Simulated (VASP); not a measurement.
# KTaO3 (Pm-3m) in VASP: settings compared

KTaO3 is run at these levels: r2SCAN, PBE; tasks: relaxation of cell and atoms, single point.

Program: VASP 6.6.1. These are calculated values, not measurements. Logs are shortened: lines on timing, memory, paths and dates and some standing lists are left out, and cuts for length are marked.

### Step 1. The cell of the first run

Symmetry: Pm-3m, No. 221, cubic system. The conventional cell has a = 4.024 Å, b = 4.024 Å, c = 4.024 Å, α = 90.00°, β = 90.00°, γ = 90.00°. Within 3.7 Å of K (site symmetry m-3m) lie 12 O at 2.85 Å and 8 Ta at 3.49 Å. Within 2.7 Å of Ta (site symmetry m-3m) lie 6 O at 2.01 Å. Within 2.7 Å of O (site symmetry 4/mmm) lie 2 Ta at 2.01 Å.

### Step 2. Relaxation of cell and atoms, r2SCAN

Contents of POSCAR:

```
KTaO3
1.0
    4.0243816796      0.0000000000      0.0000000000
    0.0000000000      4.0243816796      0.0000000000
    0.0000000000      0.0000000000      4.0243816796
K Ta O
1 1 3
Direct
    0.5000000000      0.5000000000      0.5000000000
    0.0000000000      0.0000000000      0.0000000000
    0.5000000000      0.0000000000      0.0000000000
    0.0000000000      0.5000000000      0.0000000000
    0.0000000000      0.0000000000      0.5000000000
```

Contents of INCAR.step1:

```
  PREC = Accurate
  ENCUT = 600
  ISMEAR = -1
  SIGMA = 0.02
  LREAL = F
  LASPH = T
  NELM = 80
  GGA = PE
  ALGO = Normal
  EDIFF = 1E-4
  LWAVE = T
  LCHARG = F
```

Contents of INCAR.step2:

```
  PREC = Accurate
  ENCUT = 600
  EDIFF = 1E-7
  ISMEAR = -1
  SIGMA = 0.02
  LREAL = F
  LASPH = T
  NELM = 80
  ALGO = Normal
  ISIF = 3
  LWAVE = F
  LCHARG = F
  METAGGA = R2SCAN
  LMIXTAU = T
  IBRION = 2
  NSW = 80
  EDIFFG = -0.005
  ISTART = 1
```

Contents of KPOINTS:

```
Automatic mesh
0
Gamma
  6 6 6
```

Potentials or basis: VASP PAW PBE potentials, release 64 (K_sv, Ta_pv, O).

On the command line:

```console
$ cat potpaw_PBE.64/K_sv/POTCAR potpaw_PBE.64/Ta_pv/POTCAR potpaw_PBE.64/O/POTCAR > POTCAR
$ cp INCAR.step1 INCAR
$ mpirun -np 1 vasp_std > vasp.out
$ cp INCAR.step2 INCAR
$ mpirun -np 1 vasp_std > vasp.out
```

OUTCAR:

```text
PREC = Accurate
   ENCUT = 600
   EDIFF = 1E-7
   ISMEAR = -1
   LREAL = F
   LASPH = T
   NELM = 80
   ISIF = 3
   METAGGA = R2SCAN
   IBRION = 2
   NSW = 80
   EDIFFG = -0.005
   ISTART = 1

 ion  position               nearest neighbor table
   1  0.500  0.500  0.500-   3 2.85   4 2.85   5 2.85   3 2.85   4 2.85   3 2.85   5 2.85   3 2.85
                             4 2.85   5 2.85   4 2.85   5 2.85   2 3.49   2 3.49   2 3.49   2 3.49
   2  0.000  0.000  0.000-   3 2.01   4 2.01   5 2.01   5 2.01   4 2.01   3 2.01   1 3.49   1 3.49
                             1 3.49   1 3.49   1 3.49   1 3.49   1 3.49   1 3.49
   3  0.500  0.000  0.000-   2 2.01   2 2.01   1 2.85   1 2.85   1 2.85   1 2.85
   4  0.000  0.500  0.000-   2 2.01   2 2.01   1 2.85   1 2.85   1 2.85   1 2.85
   5  0.000  0.000  0.500-   2 2.01   2 2.01   1 2.85   1 2.85   1 2.85   1 2.85

  LATTYP: Found a simple cubic cell.
 ALAT       =     4.0243816796

  Lattice vectors:

 A1 = (   4.0243816796,   0.0000000000,   0.0000000000)
 A2 = (   0.0000000000,   4.0243816796,   0.0000000000)
 A3 = (   0.0000000000,   0.0000000000,   4.0243816796)

Analysis of symmetry for initial positions (statically):
=====================================================================
 Subroutine PRICEL returns:
 Original cell was already a primitive cell.

 Routine SETGRP: Setting up the symmetry group for a
 simple cubic supercell.

 Subroutine GETGRP returns: Found 48 space group operations
 (whereof 48 operations were pure point group operations)
 out of a pool of 48 trial point group operations.

The static configuration has the point symmetry O_h .

Analysis of symmetry for dynamics (positions and initial velocities):
=====================================================================
 Subroutine PRICEL returns:
 Original cell was already a primitive cell.

 Routine SETGRP: Setting up the symmetry group for a
 simple cubic supercell.

 Subroutine GETGRP returns: Found 48 space group operations
 (whereof 48 operations were pure point group operations)
 out of a pool of 48 trial point group operations.

The dynamic configuration has the point symmetry O_h .

 Subroutine INISYM returns: Found 48 space group operations
 (whereof 48 operations are pure point group operations),
 and found     1 'primitive' translations

----------------------------------------------------------------------------------------

                                     Primitive cell

  volume of cell :      65.1775

  direct lattice vectors                    reciprocal lattice vectors
     4.024381680  0.000000000  0.000000000     0.248485377  0.000000000  0.000000000
     0.000000000  4.024381680  0.000000000     0.000000000  0.248485377  0.000000000
     0.000000000  0.000000000  4.024381680     0.000000000  0.000000000  0.248485377

  length of vectors
     4.024381680  4.024381680  4.024381680     0.248485377  0.248485377  0.248485377

  position of ions in fractional coordinates (direct lattice)
     0.500000000  0.500000000  0.500000000
     0.000000000  0.000000000  0.000000000
     0.500000000  0.000000000  0.000000000
     0.000000000  0.500000000  0.000000000
     0.000000000  0.000000000  0.500000000

  ion indices of the primitive-cell ions
   primitive index   ion index
                 1           1
                 2           2
                 3           3
                 4           4
                 5           5

----------------------------------------------------------------------------------------

 KPOINTS: Automatic mesh

Automatic generation of k-mesh.
 Grid dimensions read from file:
 generate k-points for:    6    6    6

 Generating k-lattice:

  Cartesian coordinates                     Fractional coordinates (reciprocal lattice)
     0.041414230  0.000000000  0.000000000     0.166666667  0.000000000  0.000000000
     0.000000000  0.041414230  0.000000000     0.000000000  0.166666667  0.000000000
     0.000000000  0.000000000  0.041414230     0.000000000  0.000000000  0.166666667

  Length of vectors
     0.041414230  0.041414230  0.041414230

  Shift w.r.t. Gamma in fractional coordinates (k-lattice)
     0.000000000  0.000000000  0.000000000

 Subroutine IBZKPT returns following result:
 ===========================================

 Found     20 irreducible k-points:

 Following reciprocal coordinates:
            Coordinates               Weight
  0.000000  0.000000  0.000000      1.000000
  0.166667  0.000000  0.000000      6.000000
  0.333333  0.000000  0.000000      6.000000
  0.500000  0.000000  0.000000      3.000000
  0.166667  0.166667  0.000000     12.000000
  0.333333  0.166667  0.000000     24.000000
[... 12 lines left out ...]
  0.500000  0.500000  0.333333      6.000000
  0.500000  0.500000  0.500000      1.000000
   k-points           NKPTS =     20   k-points in BZ     NKDIM =     20   number of bands    NBANDS=     23
   number of dos      NEDOS =    301   number of ions     NIONS =      5
   total plane-waves  NPLWV =  32768
   dimension x,y,z NGX =    32 NGY =   32 NGZ =   32
   dimension x,y,z NGXF=    64 NGYF=   64 NGZF=   64
   ions per type =               1   1   3
   NGX,Y,Z   is equivalent  to a cutoff of  13.22, 13.22, 13.22 a.u.
   NGXF,Y,Z  is equivalent  to a cutoff of  26.44, 26.44, 26.44 a.u.
 SYSTEM =  unknown system
   PREC   = accura    normal or accurate (medium, high low for compatibility)
   ISTART =      1    job   : 0-new  1-cont  2-samecut
   ICHARG =      0    charge: 1-file 2-atom 10-const
   ISPIN  =      1    spin polarized calculation?
   LNONCOLLINEAR =      F non collinear calculations
   LSORBIT =      F    spin-orbit coupling
   LASPH  =      T    aspherical Exc in radial PAW
   ENCUT  =  600.0 eV  44.10 Ry    6.64 a.u.   8.04  8.04  8.04*2*pi/ulx,y,z
   NELM   =     80;   NELMIN=  2; NELMDL=  0     # of ELM steps
   EDIFF  = 0.1E-06   stopping-criterion for ELM
   LREAL  =      F    real-space projection
   EDIFFG = -.5E-02   stopping-criterion for IOM
   NSW    =     80    number of steps for IOM
   IBRION =      2    ionic relax: 0-MD 1-quasi-New 2-CG
   NFREE  =      1    steps in history (QN), initial steepest desc. (CG)
   ISIF   =      3    stress and relaxation
   ISYM   =      2    0-nonsym 1-usesym 2-fastsym
   POTIM  = 0.5000    time-step for ionic-motion
   TEBEG  =    0.0;   TEEND  =   0.0 temperature during run
   PSTRESS=    0.0 pullay stress
   NELECT =      38.0000    total number of electrons
   NUPDOWN=      -1.0000    fix difference up-down
   EMIN   =  10.00;   EMAX   =-10.00  energy-range for DOS
   EFERMI =   0.00;   METHOD = LEGACY
   ISMEAR =    -1;   SIGMA  =   0.02  broadening in eV -4-tet -1-fermi 0-gaus
   EFERMI_NEDOS =   21; number of points for ismear=-14 and -15
   IALGO  =     38    algorithm
   IMIX   =      4    mixing-type and parameters
     AMIX     =   0.40;   BMIX     =  1.00
     AMIX_MAG =   1.60;   BMIX_MAG =  1.00
  volume/ion in A,a.u.               =      13.04        87.97
  Fermi-wavevector in a.u.,A,eV,Ry     =   1.367635  2.584455 25.448683  1.870425
  Thomas-Fermi vector in A             =   2.493670
   LORBIT       =      0    0 simple, 1 ext, 2 COOP (PROOUT), +10 PAW based schemes
   METAGGA = R2SCAN    functional components
   LHFCALC =     F    Hartree Fock is set to
   AEXX    =    0.0000 exact exchange contribution
   IVDW    =     0    specifies the selected vdW correction
   LEPSILON=     F    determine dielectric tensor
   LRPA    =     F    only Hartree local field effects (RPA)
 conjugate gradient relaxation of ions
 non-spin polarized calculation
  energy-cutoff  :      600.00
  volume of cell :       65.18
 maximum number of plane-waves:      2196
   NGX = 17   NGY = 17   NGZ = 17

--------------------------------------- Ionic step        1  -------------------------------------------

 number of electron      38.0000006 magnetization

 Free energy of the ion-electron system (eV)
  ---------------------------------------------------
  ext. energy  EPLUGINS =         0.00000000
  ---------------------------------------------------
  free energy    TOTEN  =       -87.15806988 eV

  energy without entropy =      -87.15806988  energy(sigma->0) =      -87.15806988

------------------------ aborting loop because EDIFF is reached ----------------------------------------

  FORCE on cell =-STRESS in cart. coord.  units (eV):
  Direction    XX          YY          ZZ          XY          YZ          ZX
  --------------------------------------------------------------------------------------
  -------------------------------------------------------------------------------------
  Total       -1.8029749     -1.8029749     -1.8029749      0.0000000     -0.0000000      0.0000000
  in kB      -44.3203072    -44.3203072    -44.3203072      0.0000000     -0.0000000      0.0000000
  external PRESSURE =     -44.3203072 kB  Pullay stress =       0.0000000 kB

 VOLUME and BASIS-vectors are now :
 -----------------------------------------------------------------------------
  energy-cutoff  :      600.00
  volume of cell :       65.18
      direct lattice vectors                 reciprocal lattice vectors
     4.024381680  0.000000000  0.000000000     0.248485377  0.000000000  0.000000000
     0.000000000  4.024381680  0.000000000     0.000000000  0.248485377  0.000000000
     0.000000000  0.000000000  4.024381680     0.000000000  0.000000000  0.248485377
[... 40 lines left out ...]
 POSITION                                       TOTAL-FORCE (eV/Angst)
 -----------------------------------------------------------------------------------
      1.97719      1.97719      1.97719        -0.000000     -0.000000      0.000000
      0.00000      0.00000      0.00000         0.000000      0.000000      0.000000
      1.97719     -0.00000      0.00000         0.000000      0.000000      0.000000
      0.00000      1.97719      0.00000         0.000000      0.000000      0.000000
     -0.00000     -0.00000      1.97719        -0.000000     -0.000000      0.000000
 -----------------------------------------------------------------------------------
    total drift:                                0.000000      0.000000     -0.000000

  FREE ENERGIE OF THE ION-ELECTRON SYSTEM (eV)
  ---------------------------------------------------
  free  energy   TOTEN  =       -87.1388375114 eV

  energy  without entropy=      -87.1388375114  energy(sigma->0) =      -87.13883751

--------------------------------------- Ionic step        3  -------------------------------------------

 number of electron      37.9999993 magnetization

 Free energy of the ion-electron system (eV)
  ---------------------------------------------------
  ext. energy  EPLUGINS =         0.00000000
  ---------------------------------------------------
  free energy    TOTEN  =       -87.17836789 eV

  energy without entropy =      -87.17836789  energy(sigma->0) =      -87.17836789

 E-fermi :   1.8289     XC(G=0): -11.5287

 val. band max:        1.3839018475   @ k =   0.5000   0.5000   0.5000
 cond. band min:       3.9712684024   @ k =   0.0000   0.0000   0.0000
 fundamental gap:      2.5873665549
 Fermi energy:         1.8289434781

 k-point     1 :       0.0000    0.0000    0.0000
  band No.  band energies     occupation
      1     -33.9188      2.00000
      2     -33.9188      2.00000
      3     -33.9188      2.00000
      4     -27.0674      2.00000
      5     -17.1499      2.00000
      6     -16.4824      2.00000
[... 15 lines left out ...]
     22       3.9713      0.00000
     23       8.3976      0.00000
[... 514 lines left out ...]
 POSITION                                       TOTAL-FORCE (eV/Angst)
 -----------------------------------------------------------------------------------
      1.99742      1.99742      1.99742        -0.000000     -0.000000      0.000000
      0.00000      0.00000      0.00000         0.000000      0.000000      0.000000
      1.99742     -0.00000      0.00000         0.000000      0.000000      0.000000
      0.00000      1.99742      0.00000         0.000000      0.000000      0.000000
     -0.00000     -0.00000      1.99742        -0.000000     -0.000000      0.000000
 -----------------------------------------------------------------------------------
    total drift:                                0.000000      0.000000     -0.000000

  FREE ENERGIE OF THE ION-ELECTRON SYSTEM (eV)
  ---------------------------------------------------
  free  energy   TOTEN  =       -87.1783678916 eV

  energy  without entropy=      -87.1783678916  energy(sigma->0) =      -87.17836789

 reached required accuracy - stopping structural energy minimisation
```

Wall time 2.3 min (1 thread of Intel Xeon 6975P-C (Granite Rapids), shared host); peak memory 0.22 GiB.

Results:

```
Free energy                            : -87.1784 eV
Relaxed volume                         : 12.75 Å³/atom
Relaxed cell                           : a = 3.995 Å, b = 3.995 Å, c = 3.995 Å, α = 90.00°, β = 90.00°, γ = 90.00°
Space group after relaxing (to 0.05 Å) : Pm-3m (No. 221)
Energy gained by relaxing              : 4.1 meV/atom
Ionic steps                            : 3
Pressure after relaxing                : 0.0 GPa
Band gap on the k mesh                 : 2.59 eV, indirect (least direct gap 3.24 eV)
```

Step by step:
```
step  energy change (eV)  largest force (eV/Å)  pressure (GPa)  volume (Å³)
   1              0.0000                0.0000           -4.43        65.18
   2              0.0192                0.0000            6.83        61.83
   3             -0.0203                0.0000           -0.03        63.75
```

Final structure:
```yaml
crystal:
  lattice:
    - [3.99483, 0.00000, 0.00000]
    - [0.00000, 3.99483, 0.00000]
    - [0.00000, 0.00000, 3.99483]
  atoms:
    - { symbol: K, position: [0.50000, 0.50000, 0.50000] }
    - { symbol: Ta, position: [0.00000, 0.00000, 0.00000] }
    - { symbol: O, position: [0.50000, 0.00000, 0.00000] }
    - { symbol: O, position: [0.00000, 0.50000, 0.00000] }
    - { symbol: O, position: [0.00000, 0.00000, 0.50000] }
```

Caveat: the PAW data sets were made with another functional, which shifts forces and pressure a little; spin-orbit coupling is left out, which moves the levels of the heavy elements. A k mesh can miss the band edges.

(Continued in part 2 of 2.)
